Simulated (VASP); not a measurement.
# RbZn5O2 in VASP: single point with PBE

Aim: the single point of RbZn5O2 with PBE.

All numbers are computed with VASP 6.6.1; they aren't measurements. Logs are shortened: lines on timing, memory, paths and dates and some standing lists are left out, and cuts for length are marked.

## Step 1: The cell of the first run

The cell holds a disordered packing, 16 atoms: a = 5.856 Å, b = 6.330 Å, c = 8.065 Å, α = 81.18°, β = 96.42°, γ = 89.78°.

## Step 2: Single point, PBE

Input file INCAR:

```
SYSTEM = RbZn5O2
ALGO = Normal
EDIFF = 1E-6
ENCUT = 520
GGA = PE
ISIF = 2
ISMEAR = -1
LASPH = .TRUE.
LCHARG = .FALSE.
LREAL = Auto
LWAVE = .FALSE.
NBANDS = 95
NELM = 100
PREC = Accurate
SIGMA = 0.1
```

Input file KPOINTS:

```
Automatic mesh
0
Gamma
  3 3 3
  0.5 0 0
```

Input file POSCAR:

```
RbZn5O2
1.0
    5.8497530000     -0.2582910000      0.0579340000
    0.2985790000      6.3066990000      0.4541260000
   -0.9503930000      0.7123080000      7.9769020000
O Rb Zn
4 2 10
Direct
    0.3377160000      0.3389700000      0.8002340000
    0.4991630000      0.7099690000      0.2718930000
    0.7988870000      0.9486060000      0.1463230000
    0.0963220000      0.8033480000      0.7536560000
    0.5602790000      0.7429300000      0.8938280000
    0.7774550000      0.0021420000      0.4858560000
    0.9664890000      0.4873220000      0.1470970000
    0.1292880000      0.0745960000      0.9105060000
    0.1704220000      0.8923410000      0.2201750000
    0.6311590000      0.4161220000      0.6367910000
    0.9986070000      0.4692640000      0.8345660000
    0.6592420000      0.2222460000      0.9583110000
    0.2319830000      0.2232090000      0.3705570000
    0.5589390000      0.3860470000      0.2141750000
    0.3326500000      0.7157720000      0.5185090000
    0.9709320000      0.4993630000      0.4641660000
```

Potentials or basis: VASP PAW PBE potentials, release 64 (O, Rb_sv, Zn).

Launch:

```console
$ cat potpaw_PBE.64/O/POTCAR potpaw_PBE.64/Rb_sv/POTCAR potpaw_PBE.64/Zn/POTCAR > POTCAR
$ mpirun -np 1 vasp_std > vasp.out
```

OUTCAR:

```text
SYSTEM = RbZn5O2
   EDIFF = 1E-6
   ENCUT = 520
   GGA = PE
   ISIF = 2
   ISMEAR = -1
   LASPH = .TRUE.
   LREAL = Auto
   NELM = 100
   PREC = Accurate

 ion  position               nearest neighbor table
   1  0.338  0.339  0.800-  12 2.21  11 2.21   8 2.21  10 2.29   5 3.03
   2  0.499  0.710  0.272-  14 2.21   9 2.21  15 2.32   6 3.07   5 3.09
   3  0.799  0.949  0.146-   9 2.20  12 2.21   5 2.83   6 2.83
   4  0.096  0.803  0.754-  11 2.21   8 2.28   5 2.82   6 2.82   5 3.46
   5  0.560  0.743  0.894-   4 2.82   3 2.83   1 3.03   2 3.09  14 3.16  15 3.20  12 3.20  10 3.20
                            11 3.21   7 3.21  12 3.30   8 3.30   4 3.46  11 3.74   6 3.80   9 3.89
   6  0.777  0.002  0.486-   4 2.82   3 2.83   2 3.07  14 3.17  13 3.18  15 3.19  10 3.21  16 3.34
                            16 3.41   9 3.45  13 3.45  15 3.68   5 3.80  10 3.85   8 3.89   7 4.03
   7  0.966  0.487  0.147-  16 2.57  14 2.57  11 2.57  13 2.62  12 2.93   9 2.95   5 3.21   6 4.03
                             5 4.42
   8  0.129  0.075  0.911-   1 2.21   4 2.28   9 2.57  11 2.57  12 2.99   5 3.30   6 3.89   5 3.95

   9  0.170  0.892  0.220-   3 2.20   2 2.21  15 2.57   8 2.57  13 2.58   7 2.95   6 3.45   5 3.89
                             6 4.06   5 4.39
  10  0.631  0.416  0.637-   1 2.29  16 2.56  15 2.57  11 2.59  12 2.68   5 3.20   6 3.21   6 3.85

  11  0.999  0.469  0.835-   1 2.21   4 2.21   7 2.57   8 2.57  10 2.59  12 2.72  16 2.95   5 3.21
                             5 3.74   6 4.15
  12  0.659  0.222  0.958-   3 2.21   1 2.21  14 2.57  10 2.68  11 2.72   7 2.93   8 2.99   5 3.20
                             5 3.30   6 4.25   6 4.38
  13  0.232  0.223  0.371-  14 2.54  16 2.57   9 2.58   7 2.62   6 3.18   6 3.45
  14  0.559  0.386  0.214-   2 2.21  13 2.54   7 2.57  12 2.57   5 3.16   6 3.17
  15  0.333  0.716  0.519-   2 2.32  16 2.56   9 2.57  10 2.57   6 3.19   5 3.20   6 3.68
  16  0.971  0.499  0.464-  15 2.56  10 2.56   7 2.57  13 2.57  11 2.95   6 3.34   6 3.41

  LATTYP: Found a triclinic cell.
 ALAT       =     9.4577640309
 B/A-ratio  =     0.6692991711
 C/A-ratio  =     0.6191462496
 COS(alpha) =     0.0038837277
 COS(beta)  =     0.0979623861
 COS(gamma) =     0.5384944251

  Lattice vectors:

 A1 = (   1.2489720000,   5.5943910000,  -7.5227760000)
 A2 = (   0.2985790000,   6.3066990000,   0.4541260000)
 A3 = (   5.8497530000,  -0.2582910000,   0.0579340000)

Analysis of symmetry for initial positions (statically):
=====================================================================
 Subroutine PRICEL returns:
 Original cell was already a primitive cell.

 Routine SETGRP: Setting up the symmetry group for a
 triclinic supercell.

[... 143 lines left out ...]
   POTIM  = 0.5000    time-step for ionic-motion
   TEBEG  =    0.0;   TEEND  =   0.0 temperature during run
   PSTRESS=    0.0 pullay stress
   NELECT =     162.0000    total number of electrons
   NUPDOWN=      -1.0000    fix difference up-down
   EMIN   =  10.00;   EMAX   =-10.00  energy-range for DOS
   EFERMI =   0.00;   METHOD = LEGACY
   ISMEAR =    -1;   SIGMA  =   0.10  broadening in eV -4-tet -1-fermi 0-gaus
   EFERMI_NEDOS =   21; number of points for ismear=-14 and -15
   IALGO  =     38    algorithm
   IMIX   =      4    mixing-type and parameters
     AMIX     =   0.40;   BMIX     =  1.00
     AMIX_MAG =   1.60;   BMIX_MAG =  1.00
  volume/ion in A,a.u.               =      18.34       123.78
  Fermi-wavevector in a.u.,A,eV,Ry     =   1.342927  2.537763 24.537449  1.803452
  Thomas-Fermi vector in A             =   2.471041
   LORBIT       =      0    0 simple, 1 ext, 2 COOP (PROOUT), +10 PAW based schemes
   GGA     = PE    functional components
   LHFCALC =     F    Hartree Fock is set to
   AEXX    =    0.0000 exact exchange contribution
   IVDW    =     0    specifies the selected vdW correction
   LEPSILON=     F    determine dielectric tensor
   LRPA    =     F    only Hartree local field effects (RPA)
 non-spin polarized calculation
  energy-cutoff  :      520.00
  volume of cell :      293.48
 maximum number of plane-waves:      7924
 NGX is ok and might be reduce to    48
   NGX = 21   NGY = 23   NGZ = 29

 number of electron     161.9999988 magnetization

 Free energy of the ion-electron system (eV)
  ---------------------------------------------------
  ext. energy  EPLUGINS =         0.00000000
  ---------------------------------------------------
  free energy    TOTEN  =       -35.53892160 eV

  energy without entropy =      -35.31377022  energy(sigma->0) =      -35.42634591

 E-fermi :   1.4051     XC(G=0):  -9.8557

 val. band max:        1.3776028166   @ k =   0.1667   0.0000   0.0000
 cond. band min:       1.4207533223   @ k =   0.5000   0.3333   0.3333
 fundamental gap:      0.0431505057
 Fermi energy:         1.4050765233

 k-point     1 :       0.1667    0.0000    0.0000
  band No.  band energies     occupation
      1     -25.2295      2.00000
      2     -25.1395      2.00000
      3     -16.1830      2.00000
      4     -15.5484      2.00000
      5     -15.1251      2.00000
      6     -15.0920      2.00000
[... 1333 lines left out ...]
     92       5.4662      0.00000
     93       5.7178      0.00000
 [bands above 93 left out]

------------------------ aborting loop because EDIFF is reached ----------------------------------------

  FORCE on cell =-STRESS in cart. coord.  units (eV):
  Direction    XX          YY          ZZ          XY          YZ          ZX
  --------------------------------------------------------------------------------------
  -------------------------------------------------------------------------------------
  Total       -5.6857895     -2.5140035     -1.4544331      0.5277026     -1.3773391     -0.9290425
  in kB      -31.0397778    -13.7244104     -7.9400196      2.8808260     -7.5191491     -5.0718152
  external PRESSURE =     -17.5680692 kB  Pullay stress =       0.0000000 kB

 VOLUME and BASIS-vectors are now :
 -----------------------------------------------------------------------------
  energy-cutoff  :      520.00
  volume of cell :      293.48
      direct lattice vectors                 reciprocal lattice vectors
     5.849753000 -0.258291000  0.057934000     0.170314685 -0.009586023  0.021147820
     0.298579000  6.306699000  0.454126000     0.007160993  0.159184646 -0.013361420
    -0.950393000  0.712308000  7.976902000    -0.001644624 -0.008992781  0.125969028

 POSITION                                       TOTAL-FORCE (eV/Angst)
 -----------------------------------------------------------------------------------
      1.31623      2.62057      6.55689         0.307613     -0.968474      0.508748
      2.87356      4.54230      2.52020        -1.403788     -0.440125      0.053876
      4.81746      5.88045      1.64427         1.529330      0.617099     -0.923408
      0.08705      5.57843      6.38224        -0.251846     -0.037342      0.760624
      2.64983      5.17740      7.49982        -0.365098      0.671029      0.307307
      4.08681      0.15878      3.92164         0.079858     -0.835506     -0.032967
[... 8 lines left out ...]
      1.66685      4.79758      4.48042        -0.454881     -0.228122     -0.468365
      5.38767      3.22918      3.98563        -0.218594      0.193592      0.140372
 -----------------------------------------------------------------------------------
    total drift:                                0.001911     -0.000428     -0.002320

  FREE ENERGIE OF THE ION-ELECTRON SYSTEM (eV)
  ---------------------------------------------------
  free  energy   TOTEN  =       -35.5389216029 eV

  energy  without entropy=      -35.3137702196  energy(sigma->0) =      -35.42634591
```

OSZICAR:

```text
N       E                     dE             d eps       ncg     rms          rms(c)
DAV:   1     0.168980978651E+04    0.16898E+04   -0.74219E+04  2660   0.226E+03
DAV:   2     0.280640917145E+03   -0.14092E+04   -0.13544E+04  2660   0.563E+02
DAV:   3    -0.135009904921E+02   -0.29414E+03   -0.27780E+03  2839   0.211E+02
[... 11 lines left out ...]
DAV:  15    -0.355389166002E+02   -0.12487E-03   -0.19381E-03  3353   0.318E-01    0.632E-02
DAV:  16    -0.355389049733E+02    0.11627E-04   -0.38021E-04  3216   0.229E-01    0.293E-02
DAV:  17    -0.355389181015E+02   -0.13128E-04   -0.11216E-04  2953   0.767E-02    0.140E-02
DAV:  18    -0.355389217879E+02   -0.36864E-05   -0.25558E-05  3336   0.340E-02    0.888E-03
DAV:  19    -0.355389216029E+02    0.18498E-06   -0.58349E-06  2520   0.253E-02
   1 F= -.35538922E+02 E0= -.35426346E+02  d E =-.225151E+00
```

Wall time 16 min (1 thread of Intel Xeon Platinum 8259CL at 2.50GHz (Skylake/Cascade Lake), shared host); peak memory 0.51 GiB.

What came out:

```
Free energy            : -35.5389 eV
Pressure               : -1.8 GPa
Largest force          : 1.890 eV/Å
Band gap on the k mesh : zero (bands 81 and 82 overlap by 0.13 eV)
```

Forces on the atoms (eV/Å):
```
O    0.308 -0.968  0.509
O   -1.404 -0.440  0.054
O    1.529  0.617 -0.923
O   -0.252 -0.037  0.761
Rb  -0.365  0.671  0.307
Rb   0.080 -0.836 -0.033
Zn   0.218 -0.091 -0.055
Zn   0.052 -0.693 -0.981
Zn  -0.217 -0.468 -0.428
Zn  -0.820  0.073 -0.032
Zn   1.406  1.078 -0.510
Zn   0.219 -0.242  1.032
Zn   0.447  0.048  0.115
Zn  -0.528  1.322  0.511
Zn  -0.455 -0.228 -0.468
Zn  -0.219  0.194  0.140
```

Caveat: the k points lie up to 0.36 Å⁻¹ apart.

The gap in the log of VASP goes by the Fermi energy; the results here count the filled bands.